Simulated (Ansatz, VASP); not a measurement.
## Two plane-wave programs on Li2Se

INCAR

```
SYSTEM = Li2Se
PREC = Accurate
ENCUT = 750
EDIFF = 1E-6
ISMEAR = 0
SIGMA = 0.02
LREAL = .False.
LASPH = .True.
NELM = 120
ALGO = Normal
ISIF = 2
LWAVE = .False.
LCHARG = .True.
GGA = PE
LELF = .True.
LVHAR = .True.
NBANDS = 13
GGA_COMPAT = .False.
```

KPOINTS

```
Automatic mesh
0
Gamma
  8 8 8
  0 0 0
```

File POSCAR:

```
Li2Se
1.0
    0.0000000000      3.0322296562      3.0322296562
    3.0322296562      0.0000000000      3.0322296562
    3.0322296562      3.0322296562      0.0000000000
Li Se
2 1
Direct
    0.2500000000      0.2500000000      0.2500000000
    0.7500000000      0.7500000000      0.7500000000
    0.0000000000      0.0000000000      0.0000000000
```

Input for Ansatz:

```yaml
crystal:
  lattice:
    - [0.0, 3.0322296562, 3.0322296562]
    - [3.0322296562, 0.0, 3.0322296562]
    - [3.0322296562, 3.0322296562, 0.0]
  atoms:
    - { symbol: Li, position: [0.25, 0.25, 0.25] }
    - { symbol: Li, position: [0.75, 0.75, 0.75] }
    - { symbol: Se, position: [0.0, 0.0, 0.0] }
basis:
  ecutwfc: 420
kpoints:
  mp_grid: { grid: [8, 8, 8] }
hamiltonian:
  xc: pbe
scf:
  occupations: { method: gaussian, width: 0.02 }
output:
  forces: true
  stress: true
  eigenvalues: true
```

Alike in both runs: task single point; functional PBE; k mesh 8 × 8 × 8; occupations gaussian, width 0.02 eV; no spin polarisation.

```csv
,VASP,Ansatz
version,VASP 6.6.1,Ansatz 0.2.0
potentials or method,"VASP PAW PBE potentials, release 64 (Li_sv, Se), cutoff 750 eV","scalar-relativistic, plane waves, PAW"
valence electrons in the cell,12,22
```

Ansatz gave:

| Quantity | Value |
| --- | --- |
| gap on the k mesh at the Fermi level (eV) | 3.00 |
| least direct gap on the mesh (eV) | 3.26 |
| pressure (GPa) | -0.9 |

Which values does VASP return?

gap on the k mesh at the Fermi level (eV): 3.00; least direct gap on the mesh (eV): 3.26; pressure (GPa): -1.0.

The functional is the same, so the differences come from potentials, cutoffs and numerics. VASP's potentials hold 12 valence electrons a cell and Ansatz's 22, so a difference there can come from the potentials and not from the codes.
